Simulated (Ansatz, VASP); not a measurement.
BeHg3Te4 in VASP and in Ansatz

POSCAR

```
BeHg3Te4
1.0
   -3.1704078549      3.1704078549      6.2993059277
    3.1704078549     -3.1704078549      6.2993059277
    3.1704078549      3.1704078549     -6.2993059277
Be Te Hg
1 4 3
Direct
    0.0000000000      0.0000000000      0.0000000000
    0.3377536524      0.3377536524      0.4476177369
    0.1098640845      0.6622463476      0.0000000000
    0.8901359155      0.8901359155      0.5523822631
    0.6622463476      0.1098640845      0.0000000000
    0.7500000000      0.2500000000      0.5000000000
    0.5000000000      0.5000000000      0.0000000000
    0.2500000000      0.7500000000      0.5000000000
```

INCAR.step1

```
SYSTEM = BeHg3Te4
PREC = Accurate
ENCUT = 520
ISMEAR = -1
SIGMA = 0.02
LREAL = .FALSE.
LASPH = .TRUE.
NELM = 100
NBANDS = 41
GGA = PE
ALGO = Normal
EDIFF = 1E-4
LWAVE = .TRUE.
LCHARG = .FALSE.
```

Contents of INCAR.step2:

```
SYSTEM = BeHg3Te4
PREC = Accurate
ENCUT = 520
EDIFF = 1E-6
ISMEAR = -1
SIGMA = 0.02
LREAL = .FALSE.
LASPH = .TRUE.
NELM = 100
ALGO = Normal
ISIF = 2
LWAVE = .FALSE.
LCHARG = .TRUE.
METAGGA = R2SCAN
LMIXTAU = .TRUE.
LELF = .TRUE.
LVHAR = .TRUE.
NBANDS = 41
ISTART = 1
```

KPOINTS

```
Automatic mesh
0
G
  6 6 6
  0 0 0
```

Input for Ansatz:

```yaml
crystal:
  lattice:
    - [-3.1704078549, 3.1704078549, 6.2993059277]
    - [3.1704078549, -3.1704078549, 6.2993059277]
    - [3.1704078549, 3.1704078549, -6.2993059277]
  atoms:
    - { symbol: Be, position: [0.0, 0.0, 0.0] }
    - { symbol: Te, position: [0.3377536524, 0.3377536524, 0.4476177369] }
    - { symbol: Hg, position: [0.75, 0.25, 0.5] }
    - { symbol: Te, position: [0.1098640845, 0.6622463476, 0.0] }
    - { symbol: Hg, position: [0.5, 0.5, 0.0] }
    - { symbol: Te, position: [0.8901359155, 0.8901359155, 0.5523822631] }
    - { symbol: Hg, position: [0.25, 0.75, 0.5] }
    - { symbol: Te, position: [0.6622463476, 0.1098640845, 0.0] }
kpoints:
  mp_grid: { grid: [6, 6, 6] }
  band_path:
    path:
      - [0.0, 0.0, 0.0]
      - [0.0, 0.0, 0.5]
      - [0.25, 0.25, 0.25]
      - [0.0, 0.5, 0.0]
      - [0.5, 0.5, -0.5]
      - [0.3133264114, 0.6866735886, -0.3133264114]
      - [-0.3133264114, 0.3133264114, 0.3133264114]
      - [-0.1266528229, 0.1266528229, 0.5]
      - [0.5, 0.5, -0.1266528229]
    npoints: 1
hamiltonian:
  xc: r2scan
scf:
  occupations: { method: fermi_dirac, width: 0.02 }
  n_extra_bands: 6
output:
  forces: true
  stress: true
  eigenvalues: true
```

Alike in both runs: task single point; functional r2SCAN; k mesh 6 × 6 × 6; occupations fermi-dirac, width 0.02 eV; no spin polarisation.

|  | VASP | Ansatz |
| --- | --- | --- |
| version | VASP 6.6.1 | Ansatz 0.2.0 |
| potentials or method | VASP PAW PBE potentials, release 64 (Be, Te, Hg) | plane waves, PAW |
| plane-wave cutoff (eV) | 520 | 500 |
| valence electrons in the cell | 62 | 126 |

|  | VASP | Ansatz | Ansatz less VASP |
| --- | --- | --- | --- |
| pressure (GPa) | 0.1 | 0.0 | -0.07 |

VASP's potentials were made for PBE, not for r2SCAN. With one functional, cell and mesh, what is left measures potentials, basis and numerics. VASP's potentials hold 62 valence electrons a cell and Ansatz's 126, so a difference there can come from the potentials and not from the codes.

Spin-orbit coupling is off throughout.
